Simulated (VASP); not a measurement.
A run of VASP 6.6.1 is set up as follows.

The input POSCAR:

```
CaF2
1.0
    0.0000000000      2.7194528021      2.7194528021
    2.7194528021      0.0000000000      2.7194528021
    2.7194528021      2.7194528021      0.0000000000
Ca F
1 2
Direct
    0.0000000000      0.0000000000      0.0000000000
    0.2500000000      0.2500000000      0.2500000000
    0.7500000000      0.7500000000      0.7500000000
```

File INCAR.step1:

```
SYSTEM = CaF2
ALGO     = Normal         ! electronic algorithm
EDIFF    = 1E-5           ! SCF threshold, eV
EDIFFG   = -0.005         ! ionic threshold
ENCUT    = 660            ! plane-wave cutoff, eV
GGA      = PE             ! functional
GGA_COMPAT= .False.      
IBRION   = 2              ! ionic algorithm
ISIF     = 3              ! what is computed and relaxed
ISMEAR   = 0              ! smearing method
LASPH    = .True.         ! aspherical terms in the spheres
LCHARG   = .False.        ! write CHGCAR
LREAL    = .False.        ! projectors in reciprocal space
LWAVE    = .True.         ! write WAVECAR
NELM     = 120            ! most SCF steps
NELMIN   = 4            
NSW      = 100            ! ionic steps
PREC     = Accurate       ! precision mode
SIGMA    = 0.01           ! smearing width, eV
```

INCAR.step2

```
SYSTEM = CaF2
ALGO     = Normal         ! electronic algorithm
EDIFF    = 1E-7           ! SCF threshold, eV
EDIFFG   = -0.002         ! ionic threshold
ENCUT    = 660            ! plane-wave cutoff, eV
GGA_COMPAT= .False.      
IBRION   = 2              ! ionic algorithm
ISIF     = 3              ! what is computed and relaxed
ISMEAR   = 0              ! smearing method
ISTART   = 1            
LASPH    = .True.         ! aspherical terms in the spheres
LCHARG   = .False.        ! write CHGCAR
LMIXTAU  = .True.       
LREAL    = .False.        ! projectors in reciprocal space
LWAVE    = .False.        ! write WAVECAR
METAGGA  = R2SCAN         ! meta-GGA
NELM     = 120            ! most SCF steps
NELMIN   = 4            
NSW      = 100            ! ionic steps
PREC     = Accurate       ! precision mode
PSTRESS  = 70.0         
SIGMA    = 0.01           ! smearing width, eV
```

The input KPOINTS:

```
k-points
0
Gamma
  8 8 8
  0 0 0
```

Potentials or basis: VASP PAW PBE potentials, release 64 (Ca_sv, F).

Run with:

```bash
$ cat potpaw_PBE.64/Ca_sv/POTCAR potpaw_PBE.64/F/POTCAR > POTCAR
$ cp INCAR.step1 INCAR
$ mpirun -np 1 vasp_std > vasp.out
$ cp INCAR.step2 INCAR
$ mpirun -np 1 vasp_std > vasp.out
```

Task: Estimate the relaxed cell.

Result: a = 3.768 Å, b = 3.768 Å, c = 3.768 Å, α = 60.00°, β = 60.00°, γ = 60.00°.

Task: Estimate the band gap on the k mesh.

Result: 8.40 eV (least direct gap 8.67 eV).

Task: Predict the relaxed volume.

Result: 12.61 Å³/atom.

The path:
```tsv
step	energy change (eV)	largest force (eV/Å)	pressure (GPa)	volume (Å³)
1	0.0000	0.0000	0.43	40.22
2	0.0901	0.0000	9.49	37.10
3	0.0527	0.0000	7.02	37.83
```

Caveat: the cell is relaxed towards a set pressure, so the run minimises the enthalpy, not the energy; the PAW data sets were made with another functional, which shifts forces and pressure a little. A k mesh can miss the band edges.
